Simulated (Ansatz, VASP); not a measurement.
# One calculation of MgH2, two programs

```
Mg H
1.0
     3.02020    0.00000    0.00000
    -1.51010    2.61557    0.00000
     0.00000    0.00000    9.34663
Mg H
2 4
Direct
  0.33333 0.66667 0.37489
  0.66667 0.33333 0.87489
  0.33333 0.66667 0.97445
  0.66667 0.33333 0.47445
  0.00000 0.00000 0.27566
  0.00000 0.00000 0.77566
```

Alike in both runs: functional PBE; k mesh 6 × 6 × 2; occupations gaussian, width 0.1 eV; no spin polarisation.

Ansatz relaxed the structure, and its values are those at the end. VASP's run is a single point on that final structure, the one shown.

```csv
,VASP,Ansatz
version,VASP 6.6.1,Ansatz 0.2.0
potentials or method,"VASP PAW PBE potentials, release 64 (Mg, H), cutoff 520 eV","scalar-relativistic, plane waves, PAW"
valence electrons in the cell,8,24
```

|  | VASP | Ansatz | Ansatz less VASP |
| --- | --- | --- | --- |
| gap on the k mesh at the Fermi level (eV) | 4.29 | 4.30 | +0.004 |
| least direct gap on the mesh (eV) | 4.90 | 4.90 | +0.005 |
| pressure (GPa) | -0.1 | 0.1 | +0.22 |

VASP's potentials hold 8 valence electrons a cell and Ansatz's 24, so a difference there can come from the potentials and not from the codes.
